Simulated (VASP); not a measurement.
# LiHgS (P4/nmm) in VASP: relaxation of cell and atoms with PBE

Aim: the relaxation of cell and atoms of LiHgS with PBE.

Program: VASP 6.6.1. These are calculated values, not measurements. Logs are shortened: lines on timing, memory, paths and dates and some standing lists are left out, and cuts for length are marked.

### 1 The cell of the first run

The structure is tetragonal, space group P4/nmm (No. 129). The conventional cell has a = 4.053 Å, b = 4.053 Å, c = 7.433 Å, α = 90.00°, β = 90.00°, γ = 90.00°. Li (site symmetry 4mm) has 5 S at 2.43 to 2.90 Å within 3.2 Å. Hg (site symmetry -4m2) has 4 Hg at 2.87 Å and 4 S at 3.06 Å and 4 Li at 3.39 Å within 3.8 Å. S (site symmetry 4mm) has 5 Li at 2.43 to 2.90 Å and 4 Hg at 3.06 Å within 3.2 Å.

### 2 Relaxation of cell and atoms, PBE

Contents of INCAR:

```
SYSTEM = LiHgS
  PREC = Accurate
  ENCUT = 600
  EDIFF = 1E-6
  ISMEAR = 0
  SIGMA = 0.1
  LREAL = .False.
  LASPH = .True.
  NELM = 60
  ALGO = Normal
  ISIF = 3
  LWAVE = .False.
  LCHARG = .False.
  GGA = PE
  IBRION = 2
  NSW = 100
  EDIFFG = -0.01
```

Contents of KPOINTS:

```
Automatic mesh
0
Gamma
  10 10 6
  0 0 0
```

Contents of POSCAR:

```
LiHgS
1.0
    4.0531466472      0.0000000000      0.0000000000
    0.0000000000      4.0531466472      0.0000000000
    0.0000000000      0.0000000000      7.4334476379
Li Hg S
2 2 2
Direct
    0.0000000000      0.5000000000      0.3651141930
    0.5000000000      0.0000000000      0.6348858070
    0.0000000000      0.0000000000      0.0000000000
    0.5000000000      0.5000000000      0.0000000000
    0.0000000000      0.5000000000      0.6916689637
    0.5000000000      0.0000000000      0.3083310363
```

Potentials or basis: VASP PAW PBE potentials, release 64 (Li_sv, Hg, S).

Command:

```sh
$ cat potpaw_PBE.64/Li_sv/POTCAR potpaw_PBE.64/Hg/POTCAR potpaw_PBE.64/S/POTCAR > POTCAR
$ mpirun -np 1 vasp_std > vasp.out
```

OUTCAR:

```text
SYSTEM = LiHgS
   PREC = Accurate
   ENCUT = 600
   EDIFF = 1E-6
   ISMEAR = 0
   LREAL = .False.
   LASPH = .True.
   NELM = 60
   ISIF = 3
   GGA = PE
   IBRION = 2
   NSW = 100
   EDIFFG = -0.01

 ion  position               nearest neighbor table
   1  0.000  0.500  0.365-   5 2.43
   2  0.500  0.000  0.635-   6 2.43
   3  0.000  0.000  0.000-   4 2.87   4 2.87   4 2.87   4 2.87   5 3.06   6 3.06   6 3.06   5 3.06

   4  0.500  0.500  0.000-   3 2.87   3 2.87   3 2.87   3 2.87   6 3.06   6 3.06   5 3.06   5 3.06

   5  0.000  0.500  0.692-   1 2.43   3 3.06   4 3.06   3 3.06   4 3.06
   6  0.500  0.000  0.308-   2 2.43   3 3.06   4 3.06   4 3.06   3 3.06

  LATTYP: Found a simple tetragonal cell.
 ALAT       =     4.0531466472
 C/A-ratio  =     1.8339942482

  Lattice vectors:

 A1 = (   4.0531466472,   0.0000000000,   0.0000000000)
 A2 = (   0.0000000000,   4.0531466472,   0.0000000000)
 A3 = (   0.0000000000,   0.0000000000,   7.4334476379)

Analysis of symmetry for initial positions (statically):
=====================================================================
 Subroutine PRICEL returns:
 Original cell was already a primitive cell.

 Routine SETGRP: Setting up the symmetry group for a
 simple tetragonal supercell.

 Subroutine GETGRP returns: Found 16 space group operations
 (whereof  8 operations were pure point group operations)
 out of a pool of 16 trial point group operations.

The static configuration has the point symmetry D_2d.
 The point group associated with its full space group is D_4h.

Analysis of symmetry for dynamics (positions and initial velocities):
=====================================================================
 Subroutine PRICEL returns:
 Original cell was already a primitive cell.

 Routine SETGRP: Setting up the symmetry group for a
 simple tetragonal supercell.

 Subroutine GETGRP returns: Found 16 space group operations
 (whereof  8 operations were pure point group operations)
 out of a pool of 16 trial point group operations.

The dynamic configuration has the point symmetry D_2d.
 The point group associated with its full space group is D_4h.

 Subroutine INISYM returns: Found 16 space group operations
 (whereof  8 operations are pure point group operations),
 and found     1 'primitive' translations

----------------------------------------------------------------------------------------

                                     Primitive cell

  volume of cell :     122.1167

  direct lattice vectors                    reciprocal lattice vectors
     4.053146647  0.000000000  0.000000000     0.246721890  0.000000000  0.000000000
     0.000000000  4.053146647  0.000000000     0.000000000  0.246721890  0.000000000
     0.000000000  0.000000000  7.433447638     0.000000000  0.000000000  0.134527079

  length of vectors
     4.053146647  4.053146647  7.433447638     0.246721890  0.246721890  0.134527079

  position of ions in fractional coordinates (direct lattice)
     0.000000000  0.500000000  0.365114193
     0.500000000  0.000000000  0.634885807
     0.000000000  0.000000000  0.000000000
     0.500000000  0.500000000  0.000000000
     0.000000000  0.500000000  0.691668964
     0.500000000  0.000000000  0.308331036

  ion indices of the primitive-cell ions
   primitive index   ion index
                 1           1
                 2           2
                 3           3
                 4           4
                 5           5
                 6           6

[... 79 lines left out ...]
   POTIM  = 0.5000    time-step for ionic-motion
   TEBEG  =    0.0;   TEEND  =   0.0 temperature during run
   PSTRESS=    0.0 pullay stress
   NELECT =      42.0000    total number of electrons
   NUPDOWN=      -1.0000    fix difference up-down
   EMIN   =  10.00;   EMAX   =-10.00  energy-range for DOS
   EFERMI =   0.00;   METHOD = LEGACY
   ISMEAR =     0;   SIGMA  =   0.10  broadening in eV -4-tet -1-fermi 0-gaus
   EFERMI_NEDOS =   21; number of points for ismear=-14 and -15
   IALGO  =     38    algorithm
   IMIX   =      4    mixing-type and parameters
     AMIX     =   0.40;   BMIX     =  1.00
     AMIX_MAG =   1.60;   BMIX_MAG =  1.00
  volume/ion in A,a.u.               =      20.35       137.35
  Fermi-wavevector in a.u.,A,eV,Ry     =   1.147008  2.167530 17.900184  1.315626
  Thomas-Fermi vector in A             =   2.283689
   LORBIT       =      0    0 simple, 1 ext, 2 COOP (PROOUT), +10 PAW based schemes
   GGA     = PE    functional components
   LHFCALC =     F    Hartree Fock is set to
   AEXX    =    0.0000 exact exchange contribution
   IVDW    =     0    specifies the selected vdW correction
   LEPSILON=     F    determine dielectric tensor
   LRPA    =     F    only Hartree local field effects (RPA)
 conjugate gradient relaxation of ions
 non-spin polarized calculation
 Gauss-broadening in eV      SIGMA  =   0.10
  energy-cutoff  :      600.00
  volume of cell :      122.12
 maximum number of plane-waves:      4120
   NGX = 17   NGY = 17   NGZ = 29

--------------------------------------- Ionic step        1  -------------------------------------------

 number of electron      42.0000021 magnetization

 Free energy of the ion-electron system (eV)
  ---------------------------------------------------
  ext. energy  EPLUGINS =         0.00000000
  ---------------------------------------------------
  free energy    TOTEN  =       -14.41783850 eV

  energy without entropy =      -14.39251875  energy(sigma->0) =      -14.40517862

------------------------ aborting loop because EDIFF is reached ----------------------------------------

  FORCE on cell =-STRESS in cart. coord.  units (eV):
  Direction    XX          YY          ZZ          XY          YZ          ZX
  --------------------------------------------------------------------------------------
  -------------------------------------------------------------------------------------
  Total        0.1271899      0.1271899      0.0020308      0.0000000      0.0000000     -0.0000000
  in kB        1.6687390      1.6687390      0.0266436      0.0000000      0.0000000     -0.0000000
  external PRESSURE =       1.1213738 kB  Pullay stress =       0.0000000 kB

 VOLUME and BASIS-vectors are now :
 -----------------------------------------------------------------------------
  energy-cutoff  :      600.00
  volume of cell :      122.12
      direct lattice vectors                 reciprocal lattice vectors
     4.053146647  0.000000000  0.000000000     0.246721890  0.000000000  0.000000000
     0.000000000  4.053146647  0.000000000     0.000000000  0.246721890  0.000000000
     0.000000000  0.000000000  7.433447638     0.000000000  0.000000000  0.134527079

 POSITION                                       TOTAL-FORCE (eV/Angst)
 -----------------------------------------------------------------------------------
      0.00000      2.02657      2.71406         0.000000      0.000000      0.005504
      2.02657      0.00000      4.71939        -0.000000     -0.000000     -0.005504
      0.00000      0.00000      0.00000         0.000000     -0.000000     -0.000000
      2.02657      2.02657      0.00000        -0.000000      0.000000     -0.000000
      0.00000      2.02657      5.14149         0.000000     -0.000000     -0.006379
      2.02657      0.00000      2.29196         0.000000      0.000000      0.006379
 -----------------------------------------------------------------------------------
    total drift:                                0.000000     -0.000000     -0.000000

  FREE ENERGIE OF THE ION-ELECTRON SYSTEM (eV)
  ---------------------------------------------------
  free  energy   TOTEN  =       -14.4178384972 eV

  energy  without entropy=      -14.3925187450  energy(sigma->0) =      -14.40517862

--------------------------------------- Ionic step        2  -------------------------------------------

 number of electron      42.0000020 magnetization

 Free energy of the ion-electron system (eV)
  ---------------------------------------------------
  ext. energy  EPLUGINS =         0.00000000
  ---------------------------------------------------
  free energy    TOTEN  =       -14.41801827 eV

  energy without entropy =      -14.39262381  energy(sigma->0) =      -14.40532104

 E-fermi :   2.3727     XC(G=0):  -9.3742

 val. band max:        2.3691939650   @ k =   0.5000   0.1000   0.1667
 cond. band min:       2.3738641814   @ k =   0.3000   0.3000   0.1667
 fundamental gap:      0.0046702164
 Fermi energy:         2.3726687207

 k-point     1 :       0.0000    0.0000    0.0000
  band No.  band energies     occupation
      1     -43.4612      2.00000
      2     -43.4589      2.00000
      3      -9.6513      2.00000
      4      -9.1363      2.00000
      5      -6.1233      2.00000
      6      -6.0897      2.00000
[... 661 lines left out ...]
     24       6.6249      0.00000
     25       7.4191      0.00000

 [... further k-points ...]

------------------------ aborting loop because EDIFF is reached ----------------------------------------

  FORCE on cell =-STRESS in cart. coord.  units (eV):
  Direction    XX          YY          ZZ          XY          YZ          ZX
  --------------------------------------------------------------------------------------
  -------------------------------------------------------------------------------------
  Total        0.0396944      0.0396944     -0.0489524      0.0000000      0.0000000     -0.0000000
  in kB        0.5197208      0.5197208     -0.6409356      0.0000000      0.0000000     -0.0000000
  external PRESSURE =       0.1328353 kB  Pullay stress =       0.0000000 kB

 VOLUME and BASIS-vectors are now :
 -----------------------------------------------------------------------------
  energy-cutoff  :      600.00
  volume of cell :      122.37
      direct lattice vectors                 reciprocal lattice vectors
     4.057291652  0.000000000 -0.000000000     0.246469834  0.000000000 -0.000000000
     0.000000000  4.057291652  0.000000000     0.000000000  0.246469834  0.000000000
     0.000000000  0.000000000  7.433569012     0.000000000  0.000000000  0.134524883

 POSITION                                       TOTAL-FORCE (eV/Angst)
 -----------------------------------------------------------------------------------
      0.00000      2.02865      2.71437         0.000000      0.000000      0.004917
      2.02865      4.05729      4.71920        -0.000000     -0.000000     -0.004917
      0.00000      4.05729      7.43357         0.000000      0.000000      0.000000
      2.02865      2.02865      7.43357         0.000000     -0.000000      0.000000
      0.00000      2.02865      5.14126         0.000000      0.000000      0.001689
      2.02865      0.00000      2.29231        -0.000000     -0.000000     -0.001689
 -----------------------------------------------------------------------------------
    total drift:                                0.000000      0.000000      0.000000

  FREE ENERGIE OF THE ION-ELECTRON SYSTEM (eV)
  ---------------------------------------------------
  free  energy   TOTEN  =       -14.4180182741 eV

  energy  without entropy=      -14.3926238052  energy(sigma->0) =      -14.40532104

 reached required accuracy - stopping structural energy minimisation
```

Wall time 4 min (1 thread of Intel Xeon Platinum 8488C (Sapphire Rapids), shared host); peak memory 0.44 GiB.

What came out:

```yaml
Free_energy: -14.4180 eV
Relaxed_volume: 20.39 Å³/atom
Relaxed_cell: a = 4.057 Å, b = 4.057 Å, c = 7.434 Å, α = 90.00°, β = 90.00°, γ = 90.00°
Space_group_after_relaxing_to_0.1_Å: P4/nmm (No. 129)
Energy_gained_by_relaxing: 0.0 meV/atom
Ionic_steps: 2
Pressure_after_relaxing: 0.0 GPa
Largest_force_after_relaxing: 0.005 eV/Å
Band_gap_on_the_k_mesh: zero (bands 21 and 22 overlap by 1.39 eV)
```

Forces on the atoms (eV/Å):
```
Li   0.000  0.000  0.005
Li   0.000  0.000 -0.005
Hg   0.000  0.000  0.000
Hg   0.000  0.000  0.000
S    0.000  0.000  0.002
S    0.000  0.000 -0.002
```

The path:
| step | energy change (eV) | largest force (eV/Å) | pressure (GPa) | volume (Å³) |
| --- | --- | --- | --- | --- |
| 1 | 0.0000 | 0.0064 | 0.11 | 122.12 |
| 2 | -0.0002 | 0.0049 | 0.01 | 122.37 |

Final structure:
```
CELL_PARAMETERS angstrom
4.05729 0.00000 0.00000
0.00000 4.05729 0.00000
0.00000 0.00000 7.43357
ATOMIC_POSITIONS crystal
Li 0.00000 0.50000 0.36515
Li 0.50000 0.00000 0.63485
Hg 0.00000 0.00000 0.00000
Hg 0.50000 0.50000 0.00000
S 0.00000 0.50000 0.69163
S 0.50000 0.00000 0.30837
```

Levels at points of the mesh, in eV from the Fermi level:
```csv
k point,band 17,band 18,band 19,band 20,band 21,band 22,band 23,band 24,band 25
"(0.00, 0.00, 0.00)",-1.65,-1.65,-1.22,-0.60,-0.60,2.67,2.75,3.46,3.46
"(0.50, 0.00, 0.00)",-2.70,-2.70,-0.79,-0.79,0.19,0.19,3.56,3.56,6.37
"(0.50, 0.50, 0.00)",-2.53,-2.53,-2.35,-2.35,-0.19,-0.19,0.87,0.87,5.95
"(0.00, 0.00, 0.50)",-1.20,-1.20,-1.17,-1.17,0.10,1.99,2.75,3.73,3.73
"(0.50, 0.00, 0.50)",-1.88,-1.88,-0.93,-0.93,-0.77,-0.77,4.49,4.49,5.80
"(0.50, 0.50, 0.50)",-2.77,-2.77,-2.55,-2.55,0.62,0.62,1.01,1.01,4.58
```

Caveat: the cutoff is under 1.25 times the usual one of these potentials, so pressure, stress and relaxed cells hold a basis-set (Pulay) error; spin-orbit coupling is left out, which moves the levels of the heavy elements.
